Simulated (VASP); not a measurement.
Input of a VASP 6.6.1 run:

File INCAR:

```
SYSTEM = SiO2
PREC     = Accurate       ! precision mode
ENCUT    = 520            ! plane-wave cutoff, eV
EDIFF    = 1E-6           ! SCF threshold, eV
ISMEAR   = 0              ! smearing method
SIGMA    = 0.05           ! smearing width, eV
LREAL    = .FALSE.        ! projectors in reciprocal space
LASPH    = .TRUE.         ! aspherical terms in the spheres
NELM     = 100            ! most SCF steps
ALGO     = Normal         ! electronic algorithm
ISIF     = 2              ! what is computed and relaxed
LWAVE    = .FALSE.        ! write WAVECAR
LCHARG   = .FALSE.        ! write CHGCAR
GGA      = CA             ! functional
NBANDS   = 25             ! bands
```

Contents of KPOINTS:

```
regular mesh
0
G
  6 6 8
  0 0 0
```

POSCAR

```
SiO2
1.0
    4.0804000000      0.0000000000      0.0000000000
    0.0000000000      4.0804000000      0.0000000000
    0.0000000000      0.0000000000      2.3420000000
Si O
2 4
Direct
    0.5000000000      0.5000000000      0.5000000000
    0.0000000000      0.0000000000      0.0000000000
    0.6944252994      0.6944252994      0.0000000000
    0.1944252994      0.8055747006      0.5000000000
    0.3055747006      0.3055747006      0.0000000000
    0.8055747006      0.1944252994      0.5000000000
```

Potentials or basis: VASP PAW LDA potentials, release 64 (Si, O).

Run with:

```bash
$ cat potpaw_LDA.64/Si/POTCAR potpaw_LDA.64/O/POTCAR > POTCAR
$ mpirun -np 1 vasp_std > vasp.out
```

Q: Estimate the band gap on the k mesh.

A: 8.92 eV, indirect (least direct gap 9.02 eV).

Q: Predict the largest force.

A: 1.597 eV/Å.

Q: Predict the pressure.

A: 90.3 GPa.

Forces on the atoms (eV/Å):
```
Si   0.000  0.000  0.000
Si   0.000  0.000  0.000
O    1.129  1.129  0.000
O    1.129 -1.129  0.000
O   -1.129 -1.129  0.000
O   -1.129  1.129  0.000
```

Caveat: forces of over 1 eV/Å act on the atoms, so gaps and moduli don't describe the material at rest. LDA gaps usually lie below the measured ones, often by a third to a half.
